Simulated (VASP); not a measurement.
# ZrCu: single point with LDA

The system is ZrCu.

```
Zr Cu
1.0
     3.08115    0.00000    0.00000
     0.00000    3.08115    0.00000
     0.00000    0.00000    3.08115
Zr Cu
1 1
Direct
  0.50000 0.50000 0.50000
  0.00000 0.00000 0.00000
```

- Program: VASP 6.6.1
- Task: single point
- Functional: LDA
- Potentials or basis: VASP PAW LDA potentials, release 64 (Zr_sv, Cu)
- Cutoff: 520 eV
- k mesh: 11 × 11 × 11
- Occupations: fermi-dirac, width 0.05 eV
- Spin: no spin polarisation
- Dipole correction: no
- Further INCAR settings: ALGO = Normal; EDIFF = 1e-06; NBANDS = 18

* Pressure: 18.9 GPa
* Band gap on the k mesh: zero (an odd number of electrons rules out a gap without spin polarisation)

Levels at points of the mesh, in eV from the Fermi level:
```tsv
k point	band 8	band 9	band 10	band 11	band 12	band 13	band 14	band 15	band 16	band 17
(0.00, 0.00, 0.00)	-3.59	-3.59	-3.59	-0.13	-0.13	4.81	4.81	4.81	7.80	7.80
```

Wall time 37 s on 1 thread of Intel Xeon 8259CL (shared host), peak memory 0.15 GiB.

Caveat: the cell stands under pressure.
